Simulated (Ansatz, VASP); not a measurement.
Mo: VASP beside Ansatz

```
Mo
1.0
    -1.56465    1.56465    1.56465
     1.56465   -1.56465    1.56465
     3.12931    3.12931    0.00000
Mo
2
Direct
  0.08388 0.08388 0.00000
  0.41612 0.41612 0.50000
```

Change from the starting cell: mode 4 (139.8 1/cm) frozen in, largest displacement +0.263 Å.

Alike in both runs: task single point; functional PBEsol; k mesh 24 × 24 × 14; occupations gaussian, width 0.15 eV; no spin polarisation.

```csv
,VASP,Ansatz
version,VASP 6.6.1,Ansatz 0.2.0
potentials or method,"VASP PAW PBE potentials, release 64 (Mo_sv), cutoff 520 eV","scalar-relativistic, plane waves, PAW"
valence electrons in the cell,28,28
```

Ansatz gave:

| Item | Value |
| --- | --- |
| gap on the k mesh at the Fermi level (eV) | none |
| pressure (GPa) | 9.3 |
| traceless stress, the component that is largest in VASP (GPa) | 11.86 |
| rms of the force components (eV/Å) | 1.368 |

Question: What did VASP give for the same quantities?

Answer: gap on the k mesh at the Fermi level (eV): none; pressure (GPa): 10.1; traceless stress, the component that is largest in VASP (GPa): 12.15; rms of the force components (eV/Å): 1.383.

VASP's potentials were made for PBE, not for PBEsol. Atom by atom the forces differ by 0.014 eV/Å (rms over components). A gap of «none» marks a metal or a gap that the smearing closes.
